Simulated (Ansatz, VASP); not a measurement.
## One calculation of BP, two programs

Contents of INCAR:

```
  PREC = Accurate
  ENCUT = 500
  EDIFF = 1E-6
  ISMEAR = 0
  SIGMA = 0.05
  LREAL = False
  LASPH = True
  NELM = 120
  ALGO = Normal
  ISIF = 2
  LWAVE = False
  LCHARG = False
  GGA = PS
  NBANDS = 11
  GGA_COMPAT = False
```

KPOINTS

```
regular mesh
0
Gamma
  10 10 10
```

POSCAR

```
BP
1.0
    0.0000000000      2.0874800000      2.0874800000
    2.0874800000      0.0000000000      2.0874800000
    2.0874800000      2.0874800000      0.0000000000
B P
1 1
Direct
    0.0000000000      0.0000000000      0.0000000000
    0.7500000000      0.7500000000      0.7500000000
```

Input for Ansatz:

```yaml
crystal:
  lattice:
    - [0.0, 2.08748, 2.08748]
    - [2.08748, 0.0, 2.08748]
    - [2.08748, 2.08748, 0.0]
  atoms:
    - { symbol: B, position: [0.0, 0.0, 0.0] }
    - { symbol: P, position: [0.75, 0.75, 0.75] }
basis:
  ecutwfc: 420
kpoints:
  mp_grid: { grid: [10, 10, 10] }
hamiltonian:
  xc: pbesol
scf:
  occupations: { method: gaussian, width: 0.05 }
output:
  forces: true
  eigenvalues: true
  stress: true
```

Alike in both runs: task single point; functional PBEsol; k mesh 10 × 10 × 10; occupations gaussian, width 0.05 eV; no spin polarisation.

```csv
,VASP,Ansatz
version,VASP 6.6.1,Ansatz 0.2.0
potentials or method,"VASP PAW PBE potentials, release 64 (B, P), cutoff 500 eV","scalar-relativistic, plane waves, PAW"
valence electrons in the cell,8,8
```

|  | VASP | Ansatz | Ansatz less VASP |
| --- | --- | --- | --- |
| gap on the k mesh at the Fermi level (eV) | 0.70 | 0.70 | +0.006 |

VASP's potentials were made for PBE, not for PBEsol.
